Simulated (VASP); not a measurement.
# BaO (Fm-3m) in VASP: settings compared

BaO is run at these levels: r2SCAN, PBE; tasks: single point.

Everything below comes from runs of VASP 6.6.1. Logs are shortened: lines on timing, memory, paths and dates and some standing lists are left out, and cuts for length are marked.

## Step 1: The cell of the first run

Symmetry: Fm-3m, No. 225, cubic system. The conventional cell has a = 5.469 Å, b = 5.469 Å, c = 5.469 Å, α = 90.00°, β = 90.00°, γ = 90.00°. Within 3.6 Å of Ba (site symmetry m-3m) lie 6 O at 2.73 Å. O (site symmetry m-3m) has 6 Ba at 2.73 Å within 3.6 Å.

## Step 2: Single point, r2SCAN (20.45 Å³/atom)

Input file POSCAR:

```
BaO
1.0
    0.0000000000      2.7345307117      2.7345307117
    2.7345307117      0.0000000000      2.7345307117
    2.7345307117      2.7345307117      0.0000000000
Ba O
1 1
Direct
    0.5000000000      0.5000000000      0.5000000000
    0.0000000000      0.0000000000      0.0000000000
```

Input file INCAR.step1:

```
SYSTEM = BaO
PREC = Accurate
ENCUT = 1480
ISMEAR = 0
SIGMA = 0.05
LREAL = .False.
LASPH = .True.
NELM = 120
NBANDS = 15
GGA = PE
ALGO = Normal
EDIFF = 1E-5
LWAVE = .True.
LCHARG = .False.
GGA_COMPAT = .False.
```

Input file INCAR.step2:

```
SYSTEM = BaO
PREC = Accurate
ENCUT = 1480
EDIFF = 1E-6
ISMEAR = 0
SIGMA = 0.05
LREAL = .False.
LASPH = .True.
NELM = 120
ALGO = Normal
ISIF = 2
LWAVE = .False.
LCHARG = .False.
METAGGA = R2SCAN
LMIXTAU = .True.
NBANDS = 15
ISTART = 1
GGA_COMPAT = .False.
```

Input file KPOINTS:

```
Automatic mesh
0
Gamma
  8 8 8
  0 0 0
```

Potentials or basis: VASP PAW PBE potentials, release 64 (Ba_sv, O_h).

Run with:

```
$ cat potpaw_PBE.64/Ba_sv/POTCAR potpaw_PBE.64/O_h/POTCAR > POTCAR
$ cp INCAR.step1 INCAR
$ mpirun -np 1 vasp_std > vasp.out
$ cp INCAR.step2 INCAR
$ mpirun -np 1 vasp_std > vasp.out
```

OUTCAR:

```text
SYSTEM = BaO
   PREC = Accurate
   ENCUT = 1480
   EDIFF = 1E-6
   ISMEAR = 0
   LREAL = .False.
   LASPH = .True.
   NELM = 120
   ISIF = 2
   METAGGA = R2SCAN
   ISTART = 1

 ion  position               nearest neighbor table
   1  0.500  0.500  0.500-   2 2.73   2 2.73   2 2.73   2 2.73   2 2.73   2 2.73
   2  0.000  0.000  0.000-   1 2.73   1 2.73   1 2.73   1 2.73   1 2.73   1 2.73

  LATTYP: Found a face centered cubic cell.
 ALAT       =     5.4690614234

  Lattice vectors:

 A1 = (   0.0000000000,   2.7345307117,   2.7345307117)
 A2 = (   2.7345307117,   0.0000000000,   2.7345307117)
 A3 = (   2.7345307117,   2.7345307117,   0.0000000000)

Analysis of symmetry for initial positions (statically):
=====================================================================
 Subroutine PRICEL returns:
 Original cell was already a primitive cell.

 Routine SETGRP: Setting up the symmetry group for a
 face centered cubic supercell.

 Subroutine GETGRP returns: Found 48 space group operations
 (whereof 48 operations were pure point group operations)
 out of a pool of 48 trial point group operations.

The static configuration has the point symmetry O_h .

Analysis of symmetry for dynamics (positions and initial velocities):
=====================================================================
 Subroutine PRICEL returns:
 Original cell was already a primitive cell.

 Routine SETGRP: Setting up the symmetry group for a
 face centered cubic supercell.

 Subroutine GETGRP returns: Found 48 space group operations
 (whereof 48 operations were pure point group operations)
 out of a pool of 48 trial point group operations.

The dynamic configuration has the point symmetry O_h .

 Subroutine INISYM returns: Found 48 space group operations
 (whereof 48 operations are pure point group operations),
 and found     1 'primitive' translations

----------------------------------------------------------------------------------------

                                     Primitive cell

  volume of cell :      40.8958

  direct lattice vectors                    reciprocal lattice vectors
     0.000000000  2.734530712  2.734530712    -0.182846730  0.182846730  0.182846730
     2.734530712  0.000000000  2.734530712     0.182846730 -0.182846730  0.182846730
     2.734530712  2.734530712  0.000000000     0.182846730  0.182846730 -0.182846730

  length of vectors
     3.867210419  3.867210419  3.867210419     0.316699827  0.316699827  0.316699827

  position of ions in fractional coordinates (direct lattice)
     0.500000000  0.500000000  0.500000000
     0.000000000  0.000000000  0.000000000

  ion indices of the primitive-cell ions
   primitive index   ion index
                 1           1
                 2           2

----------------------------------------------------------------------------------------

 KPOINTS: Automatic mesh

Automatic generation of k-mesh.
 Grid dimensions read from file:
 generate k-points for:    8    8    8

 Generating k-lattice:

  Cartesian coordinates                     Fractional coordinates (reciprocal lattice)
    -0.022855841  0.022855841  0.022855841     0.125000000  0.000000000  0.000000000
     0.022855841 -0.022855841  0.022855841     0.000000000  0.125000000  0.000000000
     0.022855841  0.022855841 -0.022855841     0.000000000  0.000000000  0.125000000

  Length of vectors
     0.039587478  0.039587478  0.039587478

  Shift w.r.t. Gamma in fractional coordinates (k-lattice)
     0.000000000  0.000000000  0.000000000

 Subroutine IBZKPT returns following result:
 ===========================================

 Found     29 irreducible k-points:

 Following reciprocal coordinates:
            Coordinates               Weight
  0.000000  0.000000  0.000000      1.000000
  0.125000  0.000000  0.000000      8.000000
  0.250000  0.000000  0.000000      8.000000
  0.375000  0.000000  0.000000      8.000000
  0.500000  0.000000  0.000000      4.000000
  0.125000  0.125000  0.000000      6.000000
[... 16 lines left out ...]
  0.500000  0.250000  0.125000     48.000000
 -0.375000  0.250000  0.125000     24.000000
 [... further k-points ...]
   k-points           NKPTS =     29   k-points in BZ     NKDIM =     29   number of bands    NBANDS=     15
   number of dos      NEDOS =    301   number of ions     NIONS =      2
   total plane-waves  NPLWV = 125000
   dimension x,y,z NGX =    50 NGY =   50 NGZ =   50
   dimension x,y,z NGXF=   100 NGYF=  100 NGZF=  100
   ions per type =               1   1
   NGX,Y,Z   is equivalent  to a cutoff of  21.49, 21.49, 21.49 a.u.
   NGXF,Y,Z  is equivalent  to a cutoff of  42.99, 42.99, 42.99 a.u.
 SYSTEM =  BaO
   PREC   = accura    normal or accurate (medium, high low for compatibility)
   ISTART =      1    job   : 0-new  1-cont  2-samecut
   ICHARG =      0    charge: 1-file 2-atom 10-const
   ISPIN  =      1    spin polarized calculation?
   LNONCOLLINEAR =      F non collinear calculations
   LSORBIT =      F    spin-orbit coupling
   LASPH  =      T    aspherical Exc in radial PAW
   ENCUT  = 1480.0 eV 108.78 Ry   10.43 a.u.  12.13 12.13 12.13*2*pi/ulx,y,z
   NELM   =    120;   NELMIN=  2; NELMDL=  0     # of ELM steps
   EDIFF  = 0.1E-05   stopping-criterion for ELM
   LREAL  =      F    real-space projection
   EDIFFG = 0.1E-04   stopping-criterion for IOM
   NSW    =      0    number of steps for IOM
   IBRION =     -1    ionic relax: 0-MD 1-quasi-New 2-CG
   NFREE  =      0    steps in history (QN), initial steepest desc. (CG)
   ISIF   =      2    stress and relaxation
   ISYM   =      2    0-nonsym 1-usesym 2-fastsym
   POTIM  = 0.5000    time-step for ionic-motion
   TEBEG  =    0.0;   TEEND  =   0.0 temperature during run
   PSTRESS=    0.0 pullay stress
   NELECT =      16.0000    total number of electrons
   NUPDOWN=      -1.0000    fix difference up-down
   EMIN   =  10.00;   EMAX   =-10.00  energy-range for DOS
   EFERMI =   0.00;   METHOD = LEGACY
   ISMEAR =     0;   SIGMA  =   0.05  broadening in eV -4-tet -1-fermi 0-gaus
   EFERMI_NEDOS =   21; number of points for ismear=-14 and -15
   IALGO  =     38    algorithm
   IMIX   =      4    mixing-type and parameters
     AMIX     =   0.40;   BMIX     =  1.00
     AMIX_MAG =   1.60;   BMIX_MAG =  1.00
  volume/ion in A,a.u.               =      20.45       137.99
  Fermi-wavevector in a.u.,A,eV,Ry     =   1.197352  2.262668 19.506033  1.433653
  Thomas-Fermi vector in A             =   2.333270
   LORBIT       =      0    0 simple, 1 ext, 2 COOP (PROOUT), +10 PAW based schemes
   METAGGA = R2SCAN    functional components
   LHFCALC =     F    Hartree Fock is set to
   AEXX    =    0.0000 exact exchange contribution
   IVDW    =     0    specifies the selected vdW correction
   LEPSILON=     F    determine dielectric tensor
   LRPA    =     F    only Hartree local field effects (RPA)
 non-spin polarized calculation
 Gauss-broadening in eV      SIGMA  =   0.05
  energy-cutoff  :     1480.00
  volume of cell :       40.90
 maximum number of plane-waves:      5346
 NGX is ok and might be reduce to    50
   NGX = 25   NGY = 25   NGZ = 25

 number of electron      16.0000000 magnetization

 Free energy of the ion-electron system (eV)
  ---------------------------------------------------
  ext. energy  EPLUGINS =         0.00000000
  ---------------------------------------------------
  free energy    TOTEN  =       -37.79643426 eV

  energy without entropy =      -37.79643426  energy(sigma->0) =      -37.79643426

 E-fermi :   2.3199     XC(G=0): -10.3594

 val. band max:        2.1192243614   @ k =   0.5000   0.5000   0.0000
 cond. band min:       4.2893837042   @ k =   0.5000   0.5000   0.0000
 fundamental gap:      2.1701593429
 Fermi energy:         2.3198574973

 k-point     1 :       0.0000    0.0000    0.0000
  band No.  band energies     occupation
      1     -24.5769      2.00000
      2     -13.9854      2.00000
      3      -8.5741      2.00000
      4      -8.5741      2.00000
      5      -8.5741      2.00000
      6       1.6376      2.00000
      7       1.6376      2.00000
      8       1.6376      2.00000
      9       6.4227      0.00000
     10       7.2123      0.00000
     11       7.2123      0.00000
     12       7.2123      0.00000
     13       9.7556      0.00000
     14       9.7556      0.00000
     15      12.5263      0.00000

 k-point     2 :       0.1250    0.0000    0.0000
  band No.  band energies     occupation
      1     -24.5324      2.00000
      2     -14.1004      2.00000
      3      -8.6203      2.00000
      4      -8.5929      2.00000
      5      -8.5929      2.00000
      6       1.3163      2.00000
      7       1.4261      2.00000
      8       1.4261      2.00000
      9       6.9582      0.00000
     10       7.1806      0.00000
     11       7.5214      0.00000
     12       7.5214      0.00000
     13      10.1875      0.00000
     14      10.1875      0.00000
     15      13.5610      0.00000

 k-point     3 :       0.2500    0.0000    0.0000
  band No.  band energies     occupation
      1     -24.4219      2.00000
      2     -14.3805      2.00000
      3      -8.7243      2.00000
      4      -8.6371      2.00000
      5      -8.6371      2.00000
      6       0.6914      2.00000
      7       0.9733      2.00000
      8       0.9733      2.00000
      9       6.9597      0.00000
     10       8.3601      0.00000
     11       8.3601      0.00000
     12       8.7056      0.00000
     13      11.2599      0.00000
     14      11.2599      0.00000
     15      15.8072      0.00000
[... 343 lines left out ...]
 k-point    23 :       0.5000    0.2500    0.1250
  band No.  band energies     occupation
      1     -24.2519      2.00000
      2     -14.5613      2.00000
      3      -9.2566      2.00000
      4      -9.1170      2.00000
      5      -8.7095      2.00000
      6       0.5408      2.00000
      7       0.7775      2.00000
      8       1.4704      2.00000
      9       6.5932      0.00000
     10       8.6718      0.00000
     11      10.1659      0.00000
     12      10.3506      0.00000
     13      12.5309      0.00000
     14      14.0418      0.00000
     15      16.0769      0.00000

 k-point    24 :      -0.3750    0.2500    0.1250
  band No.  band energies     occupation
      1     -24.2134      2.00000
      2     -14.6171      2.00000
      3      -9.2914      2.00000
      4      -9.2696      2.00000
      5      -8.7007      2.00000
      6       0.4164      2.00000
      7       1.0844      2.00000
      8       1.1336      2.00000
      9       7.3752      0.00000
     10       8.0295      0.00000
     11      10.6256      0.00000
     12      10.8118      0.00000
     13      13.1215      0.00000
     14      14.8205      0.00000
     15      15.4930      0.00000

 [... further k-points ...]

------------------------ aborting loop because EDIFF is reached ----------------------------------------

  FORCE on cell =-STRESS in cart. coord.  units (eV):
  Direction    XX          YY          ZZ          XY          YZ          ZX
  --------------------------------------------------------------------------------------
  -------------------------------------------------------------------------------------
  Total        1.3579302      1.3579302      1.3579302     -0.0000000      0.0000000     -0.0000000
  in kB       53.1997528     53.1997528     53.1997528     -0.0000000      0.0000000     -0.0000000
  external PRESSURE =      53.1997528 kB  Pullay stress =       0.0000000 kB

 VOLUME and BASIS-vectors are now :
 -----------------------------------------------------------------------------
  energy-cutoff  :     1480.00
  volume of cell :       40.90
      direct lattice vectors                 reciprocal lattice vectors
     0.000000000  2.734530712  2.734530712    -0.182846730  0.182846730  0.182846730
     2.734530712  0.000000000  2.734530712     0.182846730 -0.182846730  0.182846730
     2.734530712  2.734530712  0.000000000     0.182846730  0.182846730 -0.182846730

 POSITION                                       TOTAL-FORCE (eV/Angst)
 -----------------------------------------------------------------------------------
      2.73453      2.73453      2.73453        -0.000000      0.000000     -0.000000
      0.00000      0.00000      0.00000         0.000000     -0.000000      0.000000
 -----------------------------------------------------------------------------------
    total drift:                                0.000000     -0.000000     -0.000000

  FREE ENERGIE OF THE ION-ELECTRON SYSTEM (eV)
  ---------------------------------------------------
  free  energy   TOTEN  =       -37.7964342576 eV

  energy  without entropy=      -37.7964342576  energy(sigma->0) =      -37.79643426
```

Run time: 5.5 min. Hardware: 1 thread of Intel Xeon Platinum 8259CL at 2.50GHz (Skylake/Cascade Lake), shared host; peak memory 0.45 GiB.

What came out:

```yaml
Free_energy: -37.7964 eV
Pressure: 5.3 GPa
Band_gap_on_the_k_mesh: 2.17 eV
```

Caveat: the cell stands under pressure; the PAW data sets were made with another functional, which shifts forces and pressure a little; spin-orbit coupling is left out, which moves the levels of the heavy elements. A k mesh can miss the band edges.

(Part 1 of 2 ends here.)
